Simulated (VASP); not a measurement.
V: relaxation of cell and atoms with PBE

V:

```
CELL_PARAMETERS angstrom
-1.26870 1.26870 1.26870
1.26870 -1.26870 1.26870
1.26870 1.26870 -1.26870
ATOMIC_POSITIONS crystal
V 0.00000 0.00000 0.00000
```

* Program: VASP 6.6.1
* Task: relaxation of cell and atoms
* Functional: PBE
* Potentials or basis: VASP PAW PBE potentials, release 64 (V_sv)
* Cutoff: 600 eV
* k mesh: 21 × 21 × 21
* Occupations: fermi-dirac, width 0.05 eV
* Spin: no spin polarisation
* Target pressure: 220 GPa
* Dipole correction: no
* Further INCAR settings: ALGO = Normal; EDIFF = 1e-06; IBRION = 2; EDIFFG = -0.005; NSW = 32; ISIF = 3

The relaxed volume is 8.22 Å³/atom and the relaxed cell is a = 2.202 Å, b = 2.202 Å, c = 2.202 Å, α = 109.47°, β = 109.47°, γ = 109.47°. The space group after relaxing (to 0.05 Å) is Im-3m (No. 229) and the energy change on relaxing (the enthalpy is what falls) is -76.0 meV/atom. The ionic steps are 3 and the pressure after relaxing is 220.0 GPa.

The path:
```
step  energy change (eV)  largest force (eV/Å)  pressure (GPa)  volume (Å³)
   1              0.0000                0.0000          225.30         8.17
   2             -0.4237                0.0000          194.87         8.49
   3             -0.0760                0.0000          219.96         8.22
```

Final structure:
```yaml
crystal:
  lattice:
    - [-1.27153, 1.27153, 1.27153]
    - [1.27153, -1.27153, 1.27153]
    - [1.27153, 1.27153, -1.27153]
  atoms:
    - { symbol: V, position: [0.00000, 0.00000, 0.00000] }
```

Levels at points of the mesh, in eV from the Fermi level:
```
           k point  band 2  band 3  band 4  band 5  band 6  band 7  band 8  band 9  band 10
(0.00, 0.00, 0.00)  -35.42  -35.42  -35.42   -6.68    0.12    0.12    0.12    3.74     3.74
```

Wall time 39 s on 1 thread of Intel(R) Xeon(R) Platinum 8488C (Sapphire Rapids), with other jobs on the host, peak memory 0.15 GiB.

Caveat: the cell is relaxed towards a set pressure, so the enthalpy falls and the energy may rise.
